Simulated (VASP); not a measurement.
Wanted: the native input for a VASP 6.6.1 run.

```yaml
Task: single point
Functional: PBEsol
Potentials_or_basis: VASP PAW PBE potentials, release 64 (Cr_sv)
Cutoff: 600 eV
k_mesh: 10 × 10 × 10
Occupations: fermi-dirac, width 0.05 eV
Spin: collinear spin, ferromagnetic start
Starting_moments: "[3.8] μB"
Fixed_moment: 3.8 μB
Dipole_correction: no
Second_run: valence_matched
Further_INCAR_settings: ALGO = Normal; EDIFF = 1e-06; NBANDS = 17
```

The structure of Cr lies in POSCAR:

```
Cr
1.0
   -1.4844496776      1.4844496776      1.4844496776
    1.4844496776     -1.4844496776      1.4844496776
    1.4844496776      1.4844496776     -1.4844496776
Cr
1
Direct
    0.0000000000      0.0000000000      0.0000000000
```

One way to write it, as run:

INCAR

```
  PREC = Accurate
  ENCUT = 600
  EDIFF = 1E-6
  ISMEAR = -1
  SIGMA = 0.05
  LREAL = F
  LASPH = T
  NELM = 200
  ALGO = Normal
  ISIF = 2
  LWAVE = F
  LCHARG = F
  ISPIN = 2
  MAGMOM = 3.8
  LORBIT = 11
  NUPDOWN = 3.8
  LMAXMIX = 4
  GGA = PS
  NBANDS = 17
  GGA_COMPAT = F
```

KPOINTS

```
regular mesh
0
Gamma
  10 10 10
```

Potentials or basis: VASP PAW PBE potentials, release 64 (Cr_sv).

Command:

```bash
$ cat potpaw_PBE.64/Cr_sv/POTCAR > POTCAR
$ mpirun -np 1 vasp_std > vasp.out
```

Results of the run:

```
Pressure                                              : 38.1 GPa
Net moment                                            : 3.80 μB per cell
Site moments                                          : Cr +3.06 μB
Valence electrons inside the program's atomic spheres : Cr 11.87
```

Caveat: the PAW data sets were made with another functional, which shifts forces and pressure a little; the total moment is fixed, so each spin has its own Fermi level.

Run time: 16 s on 1 thread of Intel(R) Xeon(R) Platinum 8488C (Sapphire Rapids) (shared host), peak memory 0.15 GiB.
